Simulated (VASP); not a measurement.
# TiAl in VASP: notebook, part 3 of 3

VASP 6.6.1. The steps go on from the part before.

**5. Single point, LDA**

File INCAR:

```
PREC = Accurate ; ENCUT = 520
EDIFF = 1E-6 ; ISMEAR = -1
SIGMA = 0.05 ; LREAL = False
LASPH = True ; NELM = 100
ALGO = Fast ; ISIF = 2
LWAVE = False ; LCHARG = True
GGA = CA ; LELF = True
LVHAR = True ; NBANDS = 14
```

File KPOINTS:

```
regular mesh
0
Gamma
  11 11 6
```

File POSCAR:

```
TiAl
1.0
    2.8672622327      0.0000000000      0.0000000000
   -1.4336311163      2.4831219328      0.0000000000
    0.0000000000      0.0000000000      4.6780830000
Ti Al
1 1
Direct
    0.0000000000      0.0000000000      0.0000000000
    0.3333333333      0.6666666667      0.5000000000
```

Potentials or basis: VASP PAW LDA potentials, release 64 (Ti_sv, Al).

On the command line:

```bash
cat potpaw_LDA.64/Ti_sv/POTCAR potpaw_LDA.64/Al/POTCAR > POTCAR
mpirun -np 1 vasp_std > vasp.out
```

OUTCAR:

```text
PREC = Accurate
   ENCUT = 520
   EDIFF = 1E-6
   ISMEAR = -1
   LREAL = False
   LASPH = True
   NELM = 100
   ISIF = 2
   GGA = CA

 ion  position               nearest neighbor table
   1  0.000  0.000  0.000-   2 2.87   2 2.87   2 2.87   2 2.87   2 2.87   2 2.87
   2  0.333  0.667  0.500-   1 2.87   1 2.87   1 2.87   1 2.87   1 2.87   1 2.87

  LATTYP: Found a hexagonal cell.
 ALAT       =     2.8672622327
 C/A-ratio  =     1.6315504549

  Lattice vectors:

 A1 = (   2.8672622327,   0.0000000000,   0.0000000000)
 A2 = (  -1.4336311163,   2.4831219328,   0.0000000000)
 A3 = (   0.0000000000,   0.0000000000,   4.6780830000)

Analysis of symmetry for initial positions (statically):
=====================================================================
 Subroutine PRICEL returns:
 Original cell was already a primitive cell.

 Routine SETGRP: Setting up the symmetry group for a
 hexagonal supercell.

 Subroutine GETGRP returns: Found 12 space group operations
 (whereof 12 operations were pure point group operations)
 out of a pool of 24 trial point group operations.

The static configuration has the point symmetry D_3h.

Analysis of symmetry for dynamics (positions and initial velocities):
=====================================================================
 Subroutine PRICEL returns:
 Original cell was already a primitive cell.

 Routine SETGRP: Setting up the symmetry group for a
 hexagonal supercell.

 Subroutine GETGRP returns: Found 12 space group operations
 (whereof 12 operations were pure point group operations)
 out of a pool of 24 trial point group operations.

The dynamic configuration has the point symmetry D_3h.

 Subroutine INISYM returns: Found 12 space group operations
 (whereof 12 operations are pure point group operations),
 and found     1 'primitive' translations

----------------------------------------------------------------------------------------

                                     Primitive cell

  volume of cell :      33.3068

  direct lattice vectors                    reciprocal lattice vectors
     2.867262233  0.000000000  0.000000000     0.348764751  0.201359423  0.000000000
    -1.433631116  2.483121933  0.000000000     0.000000000  0.402718846  0.000000000
     0.000000000  0.000000000  4.678083000     0.000000000  0.000000000  0.213762774

  length of vectors
     2.867262233  2.867262233  4.678083000     0.402718846  0.402718846  0.213762774

  position of ions in fractional coordinates (direct lattice)
     0.000000000  0.000000000  0.000000000
     0.333333333  0.666666667  0.500000000

  ion indices of the primitive-cell ions
   primitive index   ion index
                 1           1
                 2           2

----------------------------------------------------------------------------------------

 KPOINTS: regular mesh

Automatic generation of k-mesh.
 Grid dimensions read from file:
 generate k-points for:   11   11    6

 Generating k-lattice:

  Cartesian coordinates                     Fractional coordinates (reciprocal lattice)
     0.031705886  0.018305402  0.000000000     0.090909091  0.000000000  0.000000000
     0.000000000  0.036610804  0.000000000     0.000000000  0.090909091  0.000000000
     0.000000000  0.000000000  0.035627129     0.000000000  0.000000000  0.166666667

  Length of vectors
     0.036610804  0.036610804  0.035627129

  Shift w.r.t. Gamma in fractional coordinates (k-lattice)
     0.000000000  0.000000000  0.000000000

 Subroutine IBZKPT returns following result:
 ===========================================

 Found     64 irreducible k-points:

 Following reciprocal coordinates:
            Coordinates               Weight
  0.000000  0.000000  0.000000      1.000000
  0.090909 -0.000000  0.000000      6.000000
  0.181818  0.000000  0.000000      6.000000
  0.272727  0.000000  0.000000      6.000000
  0.363636 -0.000000  0.000000      6.000000
  0.454545  0.000000  0.000000      6.000000
[... 16 lines left out ...]
  0.090909  0.090909  0.166667     12.000000
  0.181818  0.090909  0.166667     24.000000
 [... further k-points ...]
   k-points           NKPTS =     64   k-points in BZ     NKDIM =     64   number of bands    NBANDS=     14
   number of dos      NEDOS =    301   number of ions     NIONS =      2
   total plane-waves  NPLWV =  20736
   dimension x,y,z NGX =    24 NGY =   24 NGZ =   36
   dimension x,y,z NGXF=    48 NGYF=   48 NGZF=   72
   ions per type =               1   1
   NGX,Y,Z   is equivalent  to a cutoff of  13.92, 13.92, 12.79 a.u.
   NGXF,Y,Z  is equivalent  to a cutoff of  27.83, 27.83, 25.59 a.u.
 SYSTEM =  unknown system
   PREC   = accura    normal or accurate (medium, high low for compatibility)
   ISTART =      0    job   : 0-new  1-cont  2-samecut
   ICHARG =      2    charge: 1-file 2-atom 10-const
   ISPIN  =      1    spin polarized calculation?
   LNONCOLLINEAR =      F non collinear calculations
   LSORBIT =      F    spin-orbit coupling
   LASPH  =      T    aspherical Exc in radial PAW
   ENCUT  =  520.0 eV  38.22 Ry    6.18 a.u.   5.33  5.33  8.70*2*pi/ulx,y,z
   NELM   =    100;   NELMIN=  2; NELMDL= -5     # of ELM steps
   EDIFF  = 0.1E-05   stopping-criterion for ELM
   LREAL  =      F    real-space projection
   EDIFFG = 0.1E-04   stopping-criterion for IOM
   NSW    =      0    number of steps for IOM
   IBRION =     -1    ionic relax: 0-MD 1-quasi-New 2-CG
   NFREE  =      0    steps in history (QN), initial steepest desc. (CG)
   ISIF   =      2    stress and relaxation
   ISYM   =      2    0-nonsym 1-usesym 2-fastsym
   POTIM  = 0.5000    time-step for ionic-motion
   TEBEG  =    0.0;   TEEND  =   0.0 temperature during run
   PSTRESS=    0.0 pullay stress
   NELECT =      15.0000    total number of electrons
   NUPDOWN=      -1.0000    fix difference up-down
   EMIN   =  10.00;   EMAX   =-10.00  energy-range for DOS
   EFERMI =   0.00;   METHOD = LEGACY
   ISMEAR =    -1;   SIGMA  =   0.05  broadening in eV -4-tet -1-fermi 0-gaus
   EFERMI_NEDOS =   21; number of points for ismear=-14 and -15
   IALGO  =     68    algorithm
   IMIX   =      4    mixing-type and parameters
     AMIX     =   0.40;   BMIX     =  1.00
     AMIX_MAG =   1.60;   BMIX_MAG =  1.00
  volume/ion in A,a.u.               =      16.65       112.38
  Fermi-wavevector in a.u.,A,eV,Ry     =   1.254857  2.371335 21.424622  1.574665
  Thomas-Fermi vector in A             =   2.388641
   LORBIT       =      0    0 simple, 1 ext, 2 COOP (PROOUT), +10 PAW based schemes
   GGA     = CA    functional components
   LHFCALC =     F    Hartree Fock is set to
   AEXX    =    0.0000 exact exchange contribution
   IVDW    =     0    specifies the selected vdW correction
   LEPSILON=     F    determine dielectric tensor
   LRPA    =     F    only Hartree local field effects (RPA)
 non-spin polarized calculation
 RMM-DIIS sequential band-by-band and
  energy-cutoff  :      520.00
  volume of cell :       33.31
 maximum number of plane-waves:       917
 NGX is ok and might be reduce to    24

 number of electron      15.0000001 magnetization

 Free energy of the ion-electron system (eV)
  ---------------------------------------------------
  ext. energy  EPLUGINS =         0.00000000
  ---------------------------------------------------
  free energy    TOTEN  =       -13.22028874 eV

  energy without entropy =      -13.19675302  energy(sigma->0) =      -13.20852088

 E-fermi :   7.6229     XC(G=0): -11.1531

 val. band max:        7.6034635660   @ k =   0.4545   0.0000   0.3333
 cond. band min:       7.6236383051   @ k =   0.1818   0.0000   0.5000
 fundamental gap:      0.0201747392
 Fermi energy:         7.6228717710

 k-point     1 :       0.0000    0.0000    0.0000
  band No.  band energies     occupation
      1     -48.1973      2.00000
      2     -24.8994      2.00000
      3     -24.4763      2.00000
      4     -24.4763      2.00000
      5      -1.2386      2.00000
      6       5.3508      2.00000
      7       5.8794      2.00000
      8       8.8739      0.00000
      9       8.8739      0.00000
     10      10.3452      0.00000
     11      10.3452      0.00000
     12      11.5086      0.00000
     13      20.4649      0.00000
     14      20.4649      0.00000
[... 375 lines left out ...]
 k-point    24 :       0.1818    0.0909    0.1667
  band No.  band energies     occupation
      1     -48.1503      2.00000
      2     -24.8545      2.00000
      3     -24.7504      2.00000
      4     -24.5517      2.00000
      5       0.3055      2.00000
      6       5.3000      2.00000
      7       7.0876      1.99996
      8       7.9118      0.00617
      9       9.8332      0.00000
     10       9.9835      0.00000
     11      10.0865      0.00000
     12      12.8134      0.00000
     13      14.2210      0.00000
     14      15.6704      0.00000

 [... further k-points ...]
[... 5 lines left out ...]
  --------------------------------------------------------------------------------------
  -------------------------------------------------------------------------------------
  Total       -1.1767280     -1.1767280     -1.4302360     -0.0000000      0.0000000     -0.0000000
  in kB      -56.6048029    -56.6048029    -68.7994424     -0.0000000      0.0000000     -0.0000000
  external PRESSURE =     -60.6696828 kB  Pullay stress =       0.0000000 kB

 VOLUME and BASIS-vectors are now :
 -----------------------------------------------------------------------------
  energy-cutoff  :      520.00
  volume of cell :       33.31
      direct lattice vectors                 reciprocal lattice vectors
     2.867262233  0.000000000  0.000000000     0.348764751  0.201359423  0.000000000
    -1.433631116  2.483121933  0.000000000     0.000000000  0.402718846  0.000000000
     0.000000000  0.000000000  4.678083000     0.000000000  0.000000000  0.213762774

 POSITION                                       TOTAL-FORCE (eV/Angst)
 -----------------------------------------------------------------------------------
      0.00000      0.00000      0.00000         0.000000     -0.000000      0.000000
     -0.00000      1.65541      2.33904        -0.000000      0.000000      0.000000
 -----------------------------------------------------------------------------------
    total drift:                                0.000000     -0.000000      0.000000

  FREE ENERGIE OF THE ION-ELECTRON SYSTEM (eV)
  ---------------------------------------------------
  free  energy   TOTEN  =       -13.2202887396 eV

  energy  without entropy=      -13.1967530196  energy(sigma->0) =      -13.20852088
```

OSZICAR:

```text
N       E                     dE             d eps       ncg     rms          rms(c)
DAV:   1     0.997327682134E+02    0.99733E+02   -0.70914E+03  1792   0.108E+03
DAV:   2    -0.893165075630E+01   -0.10866E+03   -0.10416E+03  1876   0.302E+02
DAV:   3    -0.146166581058E+02   -0.56850E+01   -0.55679E+01  2728   0.655E+01
[... 19 lines left out ...]
RMM:  23    -0.132202831201E+02   -0.32161E-05   -0.33057E-05  1931   0.228E-02    0.900E-03
RMM:  24    -0.132202855081E+02   -0.23880E-05   -0.25169E-05  1950   0.196E-02    0.773E-03
RMM:  25    -0.132202869467E+02   -0.14386E-05   -0.15567E-05  1880   0.165E-02    0.613E-03
RMM:  26    -0.132202880275E+02   -0.10808E-05   -0.12275E-05  1952   0.162E-02    0.263E-03
RMM:  27    -0.132202887396E+02   -0.71215E-06   -0.76246E-06  1713   0.128E-02
   1 F= -.13220289E+02 E0= -.13208521E+02  d E =-.235357E-01
```

It took 47 s on 1 thread of Intel Xeon 6975P-C, shared host; peak memory 0.16 GiB.

Results:

* Free energy: -13.2203 eV
* Pressure: -6.1 GPa

Stress tensor (GPa, compression positive):
```
-5.66  0.00  0.00
 0.00 -5.66  0.00
 0.00  0.00 -6.88
```

Levels at points of the mesh, in eV from the Fermi level:
```
           k point  band 4  band 5  band 6  band 7  band 8  band 9  band 10  band 11
(0.00, 0.00, 0.00)  -32.10   -8.86   -2.27   -1.74    1.25    1.25     2.72     2.72
(0.00, 0.00, 0.50)  -32.10   -7.97   -5.19   -0.43    1.26    1.26     2.65     2.65
```

**6. Overview**

```tsv
level	potentials or basis	cell	k mesh	gap on the mesh (eV)	pressure (GPa)
r2SCAN	VASP PAW PBE potentials, release 64 (Ti_sv, Al)	a = 2.867, b = 2.867, c = 4.678 Å, angles 90.0, 90.0, 120.0°, 2 atoms	12 × 12 × 7	none	-0.9
LDA	VASP PAW LDA potentials, release 64 (Ti_sv, Al)	a = 2.809, b = 2.809, c = 4.583 Å, angles 90.0, 90.0, 120.0°, 2 atoms	11 × 11 × 6	none	0.5
LDA	VASP PAW LDA potentials, release 64 (Ti_sv, Al)	a = 2.829, b = 2.829, c = 4.615 Å, angles 90.0, 90.0, 120.0°, 2 atoms	11 × 11 × 6	none	-1.9
LDA	VASP PAW LDA potentials, release 64 (Ti_sv, Al)	a = 2.867, b = 2.867, c = 4.678 Å, angles 90.0, 90.0, 120.0°, 2 atoms	11 × 11 × 6	none	-6.1
```

Some of these runs hold the atoms at other places in the same cell, which the table doesn't show; runs alike in all that it shows share one row.

Alike in all rows: task single point; no spin polarisation; cutoff (eV) 520; smearing fermi-dirac 0.05 eV.

Caveats: the PAW data sets were made with another functional, which shifts forces and pressure a little (some runs).

Total energies depend on the potentials used, so only differences within one code and one set of settings carry meaning.
